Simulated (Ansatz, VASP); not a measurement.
# One calculation of Ni, two programs

Contents of POSCAR:

```
Ni
1.0
    0.0000000000      1.7756500000      1.7756500000
    1.7756500000      0.0000000000      1.7756500000
    1.7756500000      1.7756500000      0.0000000000
Ni
1
Direct
    0.0000000000      0.0000000000      0.0000000000
```

Contents of INCAR.step1:

```
PREC = Accurate
ENCUT = 520
ISMEAR = -1
SIGMA = 0.1
LREAL = F
LASPH = T
NELM = 80
NBANDS = 11
GGA = PE
ALGO = Normal
EDIFF = 1E-4
LWAVE = T
LCHARG = F
```

Contents of INCAR.step2:

```
PREC = Accurate
ENCUT = 520
EDIFF = 1E-6
ISMEAR = -1
SIGMA = 0.1
LREAL = F
LASPH = T
NELM = 80
ALGO = Normal
ISIF = 2
LWAVE = F
LCHARG = F
METAGGA = R2SCAN
LMIXTAU = T
NBANDS = 11
ISTART = 1
```

File KPOINTS:

```
regular mesh
0
Gamma
  13 13 13
```

Input for Ansatz:

```yaml
crystal:
  lattice:
    - [0.0, 1.77565, 1.77565]
    - [1.77565, 0.0, 1.77565]
    - [1.77565, 1.77565, 0.0]
  atoms:
    - { symbol: Ni, position: [0.0, 0.0, 0.0] }
hamiltonian:
  xc: r2scan
  pseudopotentials: { kind: paw }
basis:
  ecutwfc: 500
kpoints:
  mp_grid: { grid: [13, 13, 13] }
scf:
  occupations: { method: fermi_dirac, width: 0.1 }
  lower_state_search: "off"
  algorithm: density_mixing
  max_iter: 70
  mixing: { algorithm: anderson, ndim: 8, beta: 1.0, preconditioner: kerker }
output:
  forces: true
  stress: true
```

Alike in both runs: task single point; functional r2SCAN; k mesh 13 × 13 × 13; occupations fermi-dirac, width 0.1 eV; no spin polarisation.

|  | VASP | Ansatz |
| --- | --- | --- |
| version | VASP 6.6.1 | Ansatz 0.2.0 |
| potentials or method | VASP PAW PBE potentials, release 64 (Ni), cutoff 520 eV | PAW, plane waves, scalar-relativistic |
| valence electrons in the cell | 10 | 18 |

|  | VASP | Ansatz | Ansatz less VASP |
| --- | --- | --- | --- |
| pressure (GPa) | -13.2 | -13.8 | -0.66 |

VASP's potentials were made for PBE, not for r2SCAN. VASP's potentials hold 10 valence electrons a cell and Ansatz's 18, so a difference there can come from the potentials and not from the codes.
